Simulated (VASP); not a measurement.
A run of VASP 6.6.1:

INCAR

```
  PREC = Accurate
  ENCUT = 520
  EDIFF = 1E-6
  ISMEAR = 0
  SIGMA = 0.1
  LREAL = False
  LASPH = True
  NELM = 100
  ALGO = Normal
  ISIF = 2
  LWAVE = False
  LCHARG = True
  LELF = True
  LVHAR = True
  NBANDS = 36
```

File KPOINTS:

```
regular mesh
0
Gamma
  6 6 4
```

Contents of POSCAR:

```
Cu2As
1.0
    3.7221325366      0.0000000000      0.0000000000
    0.0000000000      3.7221325366      0.0000000000
    0.0000000000      0.0000000000      5.7391004153
Cu As
4 2
Direct
    0.0000000000      0.0000000000      0.0000000000
    0.5000000000      0.5000000000      0.0000000000
    0.0000000000      0.5000000000      0.2950247069
    0.5000000000      0.0000000000      0.7049752931
    0.0000000000      0.5000000000      0.7088609528
    0.5000000000      0.0000000000      0.2911390472
```

Potentials or basis: VASP PAW LDA potentials, release 64 (Cu, As).

Command:

```bash
$ cat potpaw_LDA.64/Cu/POTCAR potpaw_LDA.64/As/POTCAR > POTCAR
$ mpirun -np 1 vasp_std > vasp.out
```

Hardware: 1 thread of Intel(R) Xeon(R) Platinum 8259CL CPU @ 2.50GHz (Skylake/Cascade Lake), with other jobs on the host.

How long does it take, and how much memory?

Run time: 110 s on 1 thread of Intel(R) Xeon(R) Platinum 8259CL CPU @ 2.50GHz (Skylake/Cascade Lake), on a shared host, peak memory 0.2 GiB. Counts: scf iterations 16, k points 30.
